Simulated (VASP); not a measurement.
# HfN (I4/mmm) in VASP: notebook, part 2 of 2

VASP 6.6.1. The steps go on from the part before.

### Step 4. Single point, PBE (strain +0.000 along x and y, +0.080 along z)

The input, INCAR:

```
SYSTEM = HfN
PREC = Accurate ; ENCUT = 520
EDIFF = 1E-6 ; ISMEAR = 0
SIGMA = 0.15 ; LREAL = .False.
LASPH = .True. ; NELM = 60
ALGO = Normal ; ISIF = 2
LWAVE = .False. ; LCHARG = .False.
GGA = PE ; NBANDS = 14
```

The input, KPOINTS:

```
regular mesh
0
Gamma
  18 18 18
  0 0 0
```

The input, POSCAR:

```
HfN
1.0
    0.0000000000      2.2590000000      2.4397200000
    2.2590000000      0.0000000000      2.4397200000
    2.2590000000      2.2590000000      0.0000000000
Hf N
1 1
Direct
    0.0000000000      0.0000000000      0.0000000000
    0.5000000000      0.5000000000      0.5000000000
```

Potentials or basis: VASP PAW PBE potentials, release 64 (Hf_pv, N).

Run with:

```console
cat potpaw_PBE.64/Hf_pv/POTCAR potpaw_PBE.64/N/POTCAR > POTCAR
mpirun -np 1 vasp_std > vasp.out
```

OUTCAR:

```text
SYSTEM = HfN
   PREC = Accurate
   ENCUT = 520
   EDIFF = 1E-6
   ISMEAR = 0
   LREAL = .False.
   LASPH = .True.
   NELM = 60
   ISIF = 2
   GGA = PE

 ion  position               nearest neighbor table
   1  0.000  0.000  0.000-   2 2.26   2 2.26   2 2.26   2 2.26   2 2.44   2 2.44
   2  0.500  0.500  0.500-   1 2.26   1 2.26   1 2.26   1 2.26   1 2.44   1 2.44

  LATTYP: Found a body centered tetragonal cell.
 ALAT       =     3.1947084374
 C/A-ratio  =     1.5273506474

  Lattice vectors:

 A1 = (  -2.2590000000,   0.0000000000,   2.4397200000)
 A2 = (   2.2590000000,   0.0000000000,   2.4397200000)
 A3 = (   0.0000000000,   2.2590000000,  -2.4397200000)

Analysis of symmetry for initial positions (statically):
=====================================================================
 Subroutine PRICEL returns:
 Original cell was already a primitive cell.

 Routine SETGRP: Setting up the symmetry group for a
 body centered tetragonal supercell.

 Subroutine GETGRP returns: Found 16 space group operations
 (whereof 16 operations were pure point group operations)
 out of a pool of 16 trial point group operations.

The static configuration has the point symmetry D_4h.

Analysis of symmetry for dynamics (positions and initial velocities):
=====================================================================
 Subroutine PRICEL returns:
 Original cell was already a primitive cell.

 Routine SETGRP: Setting up the symmetry group for a
 body centered tetragonal supercell.

 Subroutine GETGRP returns: Found 16 space group operations
 (whereof 16 operations were pure point group operations)
 out of a pool of 16 trial point group operations.

The dynamic configuration has the point symmetry D_4h.

 Subroutine INISYM returns: Found 16 space group operations
 (whereof 16 operations are pure point group operations),
 and found     1 'primitive' translations

----------------------------------------------------------------------------------------

                                     Primitive cell

  volume of cell :      24.9002

  direct lattice vectors                    reciprocal lattice vectors
     0.000000000  2.259000000  2.439720000    -0.221336875  0.221336875  0.204941551
     2.259000000  0.000000000  2.439720000     0.221336875 -0.221336875  0.204941551
     2.259000000  2.259000000  0.000000000     0.221336875  0.221336875 -0.204941551

  length of vectors
     3.324953335  3.324953335  3.194708437     0.374140433  0.374140433  0.374140433

  position of ions in fractional coordinates (direct lattice)
     0.000000000  0.000000000  0.000000000
     0.500000000  0.500000000  0.500000000

  ion indices of the primitive-cell ions
   primitive index   ion index
                 1           1
                 2           2

----------------------------------------------------------------------------------------

 KPOINTS: regular mesh

Automatic generation of k-mesh.
 Grid dimensions read from file:
 generate k-points for:   18   18   18

 Generating k-lattice:

  Cartesian coordinates                     Fractional coordinates (reciprocal lattice)
    -0.012296493  0.012296493  0.011385642     0.055555556 -0.000000000  0.000000000
     0.012296493 -0.012296493  0.011385642    -0.000000000  0.055555556  0.000000000
[... 41 lines left out ...]
   number of dos      NEDOS =    301   number of ions     NIONS =      2
   total plane-waves  NPLWV =  18816
   dimension x,y,z NGX =    28 NGY =   28 NGZ =   24
   dimension x,y,z NGXF=    56 NGYF=   56 NGZF=   48
   ions per type =               1   1
   NGX,Y,Z   is equivalent  to a cutoff of  14.00, 14.00, 12.49 a.u.
   NGXF,Y,Z  is equivalent  to a cutoff of  28.00, 28.00, 24.98 a.u.
 SYSTEM =  HfN
   PREC   = accura    normal or accurate (medium, high low for compatibility)
   ISTART =      0    job   : 0-new  1-cont  2-samecut
   ICHARG =      2    charge: 1-file 2-atom 10-const
   ISPIN  =      1    spin polarized calculation?
   LNONCOLLINEAR =      F non collinear calculations
   LSORBIT =      F    spin-orbit coupling
   LASPH  =      T    aspherical Exc in radial PAW
   ENCUT  =  520.0 eV  38.22 Ry    6.18 a.u.   6.18  6.18  5.94*2*pi/ulx,y,z
   NELM   =     60;   NELMIN=  2; NELMDL= -5     # of ELM steps
   EDIFF  = 0.1E-05   stopping-criterion for ELM
   LREAL  =      F    real-space projection
   EDIFFG = 0.1E-04   stopping-criterion for IOM
   NSW    =      0    number of steps for IOM
   IBRION =     -1    ionic relax: 0-MD 1-quasi-New 2-CG
   NFREE  =      0    steps in history (QN), initial steepest desc. (CG)
   ISIF   =      2    stress and relaxation
   ISYM   =      2    0-nonsym 1-usesym 2-fastsym
   POTIM  = 0.5000    time-step for ionic-motion
   TEBEG  =    0.0;   TEEND  =   0.0 temperature during run
   PSTRESS=    0.0 pullay stress
   NELECT =      15.0000    total number of electrons
   NUPDOWN=      -1.0000    fix difference up-down
   EMIN   =  10.00;   EMAX   =-10.00  energy-range for DOS
   EFERMI =   0.00;   METHOD = LEGACY
   ISMEAR =     0;   SIGMA  =   0.15  broadening in eV -4-tet -1-fermi 0-gaus
   EFERMI_NEDOS =   21; number of points for ismear=-14 and -15
   IALGO  =     38    algorithm
   IMIX   =      4    mixing-type and parameters
     AMIX     =   0.40;   BMIX     =  1.00
     AMIX_MAG =   1.60;   BMIX_MAG =  1.00
  volume/ion in A,a.u.               =      12.45        84.02
  Fermi-wavevector in a.u.,A,eV,Ry     =   1.382625  2.612783 26.009607  1.911652
  Thomas-Fermi vector in A             =   2.507299
   LORBIT       =      0    0 simple, 1 ext, 2 COOP (PROOUT), +10 PAW based schemes
   GGA     = PE    functional components
   LHFCALC =     F    Hartree Fock is set to
   AEXX    =    0.0000 exact exchange contribution
   IVDW    =     0    specifies the selected vdW correction
   LEPSILON=     F    determine dielectric tensor
   LRPA    =     F    only Hartree local field effects (RPA)
 non-spin polarized calculation
 Gauss-broadening in eV      SIGMA  =   0.15
  energy-cutoff  :      520.00
  volume of cell :       24.90
 maximum number of plane-waves:       685
 NGX is ok and might be reduce to    28
   NGX = 13   NGY = 13   NGZ = 11

 number of electron      15.0000000 magnetization

 Free energy of the ion-electron system (eV)
  ---------------------------------------------------
  ext. energy  EPLUGINS =         0.00000000
  ---------------------------------------------------
  free energy    TOTEN  =       -21.58626239 eV

  energy without entropy =      -21.57912326  energy(sigma->0) =      -21.58269283

 E-fermi :   7.7309     XC(G=0): -12.3219

 val. band max:        7.7234007506   @ k =   0.4444   0.0000   0.1667
 cond. band min:       7.7319123812   @ k =   0.0556   0.0000   0.0000
 fundamental gap:      0.0085116306
 Fermi energy:         7.7308997415

 k-point     1 :       0.0000    0.0000    0.0000
  band No.  band energies     occupation
      1     -23.7981      2.00000
      2     -23.6770      2.00000
      3     -23.6770      2.00000
      4      -9.3641      2.00000
      5       4.6193      2.00000
      6       4.8661      2.00000
      7       4.8661      2.00000
      8       6.8997      2.00000
      9       7.6948      1.26611
     10       7.7067      1.18051
     11       7.7067      1.18051
     12      10.0223      0.00000
     13      10.2080      0.00000
     14      17.1514      0.00000
[... 377 lines left out ...]
      1     -24.0836      2.00000
      2     -23.8414      2.00000
      3     -23.6794      2.00000
      4      -8.2628      2.00000
      5       1.5405      2.00000
      6       2.8596      2.00000
      7       2.9980      2.00000
      8       8.1282      0.00018
      9       8.8057      0.00000
     10       9.2849      0.00000
     11       9.8920      0.00000
     12      13.2335      0.00000
     13      13.6537      0.00000
     14      19.6157      0.00000

 [... further k-points ...]

------------------------ aborting loop because EDIFF is reached ----------------------------------------

  FORCE on cell =-STRESS in cart. coord.  units (eV):
  Direction    XX          YY          ZZ          XY          YZ          ZX
  --------------------------------------------------------------------------------------
  -------------------------------------------------------------------------------------
  Total       -0.7647356     -0.7647356     -4.2737873      0.0000000      0.0000000     -0.0000000
  in kB      -49.2061598    -49.2061598   -274.9926244      0.0000000      0.0000000     -0.0000000
  external PRESSURE =    -124.4683146 kB  Pullay stress =       0.0000000 kB

 VOLUME and BASIS-vectors are now :
 -----------------------------------------------------------------------------
  energy-cutoff  :      520.00
  volume of cell :       24.90
      direct lattice vectors                 reciprocal lattice vectors
     0.000000000  2.259000000  2.439720000    -0.221336875  0.221336875  0.204941551
     2.259000000  0.000000000  2.439720000     0.221336875 -0.221336875  0.204941551
     2.259000000  2.259000000  0.000000000     0.221336875  0.221336875 -0.204941551

 POSITION                                       TOTAL-FORCE (eV/Angst)
 -----------------------------------------------------------------------------------
      0.00000      0.00000      0.00000         0.000000     -0.000000      0.000000
      2.25900      2.25900      2.43972        -0.000000      0.000000      0.000000
 -----------------------------------------------------------------------------------
    total drift:                                0.000000      0.000000      0.000000

  FREE ENERGIE OF THE ION-ELECTRON SYSTEM (eV)
  ---------------------------------------------------
  free  energy   TOTEN  =       -21.5862623913 eV

  energy  without entropy=      -21.5791232591  energy(sigma->0) =      -21.58269283
```

OSZICAR:

```text
N       E                     dE             d eps       ncg     rms          rms(c)
DAV:   1     0.380611506276E+02    0.38061E+02   -0.77632E+03 13478   0.100E+03
DAV:   2    -0.225177311451E+02   -0.60579E+02   -0.56622E+02 17870   0.232E+02
DAV:   3    -0.246509133819E+02   -0.21332E+01   -0.21230E+01 15482   0.357E+01
DAV:   4    -0.246600704869E+02   -0.91571E-02   -0.91510E-02 16044   0.270E+00
DAV:   5    -0.246601359968E+02   -0.65510E-04   -0.65509E-04 15492   0.197E-01    0.434E+01
DAV:   6    -0.217354139248E+02    0.29247E+01   -0.88544E+00 14544   0.220E+01    0.381E+01
DAV:   7    -0.216220529642E+02    0.11336E+00   -0.50120E-01 16218   0.622E+00    0.254E+01
DAV:   8    -0.215954012397E+02    0.26652E-01   -0.16869E-01 15102   0.347E+00    0.679E+00
DAV:   9    -0.215863361934E+02    0.90650E-02   -0.23765E-02 14904   0.124E+00    0.198E+00
DAV:  10    -0.215862898241E+02    0.46369E-04   -0.11036E-03 18230   0.313E-01    0.360E-01
DAV:  11    -0.215862629583E+02    0.26866E-04   -0.65652E-05 15486   0.776E-02    0.776E-02
DAV:  12    -0.215862623913E+02    0.56700E-06   -0.63501E-06 17646   0.212E-02
   1 F= -.21586262E+02 E0= -.21582693E+02  d E =-.713913E-02
```

Wall time 81 s (1 thread of Intel Xeon Platinum 8488C (Sapphire Rapids), shared host); peak memory 0.3 GiB.

What came out:

| Quantity | Value |
| --- | --- |
| Free energy | -21.5863 eV |
| Pressure | -12.4 GPa |
| Band gap on the k mesh | zero (an odd number of electrons rules out a gap without spin polarisation) |

Stress tensor (GPa, compression positive):
```
 -4.92   0.00   0.00
  0.00  -4.92   0.00
  0.00   0.00 -27.50
```

Caveat: the cell differs from its parent crystal (strain +0.000 along x and y, +0.080 along z); the stress differs along the axes, from -27 to -5 GPa; spin-orbit coupling is left out, which moves the levels of the heavy elements; an odd number of electrons without spin polarisation forces a metal; a magnetic or distorted state may lie lower.

### Step 5. Overview

| cell | gap on the mesh (eV) | pressure (GPa) |
| --- | --- | --- |
| a = 3.197, b = 3.197, c = 3.322 Å, angles 58.7, 58.7, 62.6°, 2 atoms | none | -2.9 |
| a = 3.205, b = 3.205, c = 3.450 Å, angles 57.4, 57.4, 65.1°, 2 atoms | none | 1.7 |
| a = 3.325, b = 3.325, c = 3.195 Å, angles 61.3, 61.3, 57.4°, 2 atoms | none | -12.4 |

Alike in all rows: task single point; level PBE; potentials or basis VASP PAW PBE potentials, release 64 (Hf_pv, N); no spin polarisation; k mesh 18 × 18 × 18; cutoff (eV) 520; smearing gaussian 0.15 eV.

Caveats: spin-orbit coupling is left out, which moves the levels of the heavy elements; an odd number of electrons without spin polarisation forces a metal; a magnetic or distorted state may lie lower; the stress differs along the axes, from -16 to 23 GPa (at least some runs); the stress differs along the axes, from -24 to 53 GPa (at least some runs); the stress differs along the axes, from -27 to -5 GPa (at least some runs).

Total energies depend on the potentials used, so only differences within one code and one set of settings carry meaning.
